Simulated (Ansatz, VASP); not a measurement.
**PdWSe4 in VASP and in Ansatz**

File INCAR:

```
SYSTEM = PdWSe4
ALGO = Normal
EDIFF = 1E-6
EDIFFG = -0.04
ENCUT = 600
GGA = PE
IBRION = 2
ISIF = 3
ISMEAR = 0
LASPH = .TRUE.
LCHARG = .FALSE.
LREAL = .FALSE.
LWAVE = .FALSE.
NELM = 80
NSW = 90
PREC = Accurate
SIGMA = 0.1
```

The input KPOINTS:

```
k-points
0
G
  6 6 4
  0 0 0
```

File POSCAR:

```
PdWSe4
1.0
    5.6868832909      0.0000000000      0.0000000000
   -2.8434416455      4.9249853983      0.0000000000
    0.0000000000      0.0000000000      4.3330938505
Pd W Se
1 1 4
Direct
    0.3333333333      0.6666666667      0.0000000000
    0.0000000000      0.0000000000      0.0000000000
    0.6666666667      0.3333333333      0.0000000000
    0.4924609345      0.9849218690      0.5000000000
    0.0150781310      0.5075390655      0.5000000000
    0.4924609345      0.5075390655      0.5000000000
```

Input for Ansatz:

```yaml
crystal:
  lattice:
    - [5.6868832909, 0.0, 0.0]
    - [-2.8434416455, 4.9249853983, 0.0]
    - [0.0, 0.0, 4.3330938505]
  atoms:
    - { symbol: Pd, position: [0.3333333333, 0.6666666667, 0.0] }
    - { symbol: W, position: [0.0, 0.0, 0.0] }
    - { symbol: Se, position: [0.6666666667, 0.3333333333, 0.0] }
    - { symbol: Se, position: [0.4924609345, 0.984921869, 0.5] }
    - { symbol: Se, position: [0.015078131, 0.5075390655, 0.5] }
    - { symbol: Se, position: [0.4924609345, 0.5075390655, 0.5] }
basis:
  ecutwfc: 420
kpoints:
  mp_grid: { grid: [6, 6, 4] }
hamiltonian:
  xc: pbe
scf:
  occupations: { method: gaussian, width: 0.1 }
  lower_state_search: "off"
output:
  forces: true
  stress: true
  eigenvalues: true
relax:
  adjacent_minimum: "off"
  f_tol: 0.04
  max_steps: 70
  cell: { stress_tol: 0.4 }
```

Change from the starting cell: species swapped into the CePt4Rh type (P-6m2, No. 187).

Alike in both runs: task relaxation of cell and atoms; functional PBE; k mesh 6 × 6 × 4; occupations gaussian, width 0.1 eV; no spin polarisation.

```csv
,VASP,Ansatz
version,VASP 6.6.1,Ansatz 0.2.0
potentials or method,"VASP PAW PBE potentials, release 64 (Pd, W_sv, Se), cutoff 600 eV","scalar-relativistic, plane waves, PAW"
valence electrons in the cell,48,96
```

|  | VASP | Ansatz | Ansatz less VASP |
| --- | --- | --- | --- |
| gap on the k mesh at the Fermi level, each at its own relaxed structure (eV) | none | none | - |
| relaxed volume (Å³/atom) | 24.43 | 24.89 | +0.464 |
| relaxed cell length with the largest relative difference (Å) | 6.987 | 7.126 | +0.1389 |

A gap of «none» marks a metal or a gap that the smearing closes. VASP's potentials hold 48 valence electrons a cell and Ansatz's 96, so a difference there can come from the potentials and not from the codes.

The k mesh is coarse, so the values compare programs but aren't converged. Spin-orbit coupling is off throughout. Noted on VASP's run: the volume moved by over 15 % at a fixed basis, so the end points are rough.
